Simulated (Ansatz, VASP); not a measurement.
# One calculation of CdO, two programs

```
CELL_PARAMETERS angstrom
0.00000 2.38346 2.38346
2.38346 0.00000 2.38346
2.38346 2.38346 0.00000
ATOMIC_POSITIONS crystal
Cd 0.00000 0.00000 0.00000
O 0.50000 0.50000 0.50000
```

Alike in both runs: functional PBE; k mesh 6 × 6 × 6; occupations gaussian, width 0.1 eV; no spin polarisation.

Ansatz relaxed the structure, and its values are those at the end. VASP's run is a single point on that final structure, the one shown.

|  | VASP | Ansatz |
| --- | --- | --- |
| version | VASP 6.6.1 | Ansatz 0.2.0 |
| potentials or method | VASP PAW PBE potentials, release 64 (Cd, O), cutoff 600 eV | scalar-relativistic, plane waves, PAW |
| valence electrons in the cell | 18 | 26 |

VASP gave:

- gap on the k mesh at the Fermi level (eV): none
- pressure (GPa): 1.1

**Question.** Estimate Ansatz's values.

**Answer.** gap on the k mesh at the Fermi level (eV): none; pressure (GPa): 0.1.

A gap of «none» marks a metal or a gap that the smearing closes. VASP's potentials hold 18 valence electrons a cell and Ansatz's 26, so a difference there can come from the potentials and not from the codes.

The k mesh is coarse, so the values compare programs but aren't converged.
